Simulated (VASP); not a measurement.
A run of VASP 6.6.1 is set up as follows.

File INCAR:

```
SYSTEM = Sn3Bi
  PREC = Accurate
  ENCUT = 520
  EDIFF = 1E-7
  ISMEAR = -1
  SIGMA = 0.15
  LREAL = .FALSE.
  LASPH = .TRUE.
  NELM = 60
  ALGO = Normal
  ISIF = 2
  LWAVE = .FALSE.
  LCHARG = .FALSE.
  GGA = PS
  NBANDS = 36
```

Contents of KPOINTS:

```
Automatic mesh
0
G
  7 7 7
  0 0 0
```

Contents of POSCAR:

```
Sn3Bi
1.0
    0.0000000000      3.8490170000      3.8490170000
    3.8490170000      0.0000000000      3.8490170000
    3.8490170000      3.8490170000      0.0000000000
Sn Bi
3 1
Direct
    0.0000000000      0.0000000000      0.0000000000
    0.2500000000      0.2500000000      0.2500000000
    0.7500000000      0.7500000000      0.7500000000
    0.5000000000      0.5000000000      0.5000000000
```

Potentials or basis: VASP PAW PBE potentials, release 64 (Sn_d, Bi_d).

Launch:

```sh
$ cat potpaw_PBE.64/Sn_d/POTCAR potpaw_PBE.64/Bi_d/POTCAR > POTCAR
$ mpirun -np 1 vasp_std > vasp.out
```

Problem. Predict the pressure.

Solution. -1.9 GPa.

Caveat: the PAW data sets were made with another functional, which shifts forces and pressure a little.
